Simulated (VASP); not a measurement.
Crystal: PtSe2.

```
CELL_PARAMETERS angstrom
3.72400 0.00000 0.00000
-1.86200 3.22508 0.00000
0.00000 0.00000 5.06200
ATOMIC_POSITIONS crystal
Pt 0.00000 0.00000 0.00000
Se 0.66667 0.33333 0.75000
Se 0.33333 0.66667 0.25000
```

| Item | Value |
| --- | --- |
| Program | VASP 6.6.1 |
| Task | relaxation of cell and atoms |
| Functional | PBEsol |
| Potentials or basis | VASP PAW PBE potentials, release 64 (Pt, Se) |
| Cutoff | 600 eV |
| k mesh | 8 × 8 × 5 |
| Occupations | fermi-dirac, width 0.05 eV |
| Spin | no spin polarisation |

At the start: pressure 2.2 GPa; volume 20.27 Å³/atom.

Question: Where does the relaxation end?

Answer: Over 12 steps the energy falls by 7.9 meV/atom and the volume is 19.77 Å³/atom (-2.4 %); space group P-3m1 (No. 164, to 0.1 Å) before and after.

Step by step:
```csv
step,energy change (eV),largest force (eV/Å),pressure (GPa),volume (Å³)
1,0.0000,0.3560,2.23,60.80
2,0.0150,0.2829,-4.06,63.32
3,-0.0092,0.0997,-0.32,61.74
4,-0.0112,0.0936,-0.31,61.53
5,-0.0165,0.0707,-0.24,60.90
6,-0.0231,0.0007,0.05,59.64
7,-0.0233,0.0342,0.20,59.18
8,-0.0234,0.0227,0.15,59.32
9,-0.0227,0.0716,-0.84,59.58
10,-0.0237,0.0396,-0.18,59.41
11,-0.0232,0.0676,0.40,59.12
12,-0.0238,0.0037,0.02,59.31
```

Final structure:
```
Pt Se
1.0
     3.75850    0.00000    0.00000
    -1.87925    3.25495    0.00000
     0.00000    0.00000    4.84805
Pt Se
1 2
Direct
  0.00000 0.00000 0.00000
  0.66667 0.33333 0.73738
  0.33333 0.66667 0.26262
```

Caveat: the PAW data sets were made with another functional, which shifts forces and pressure a little.
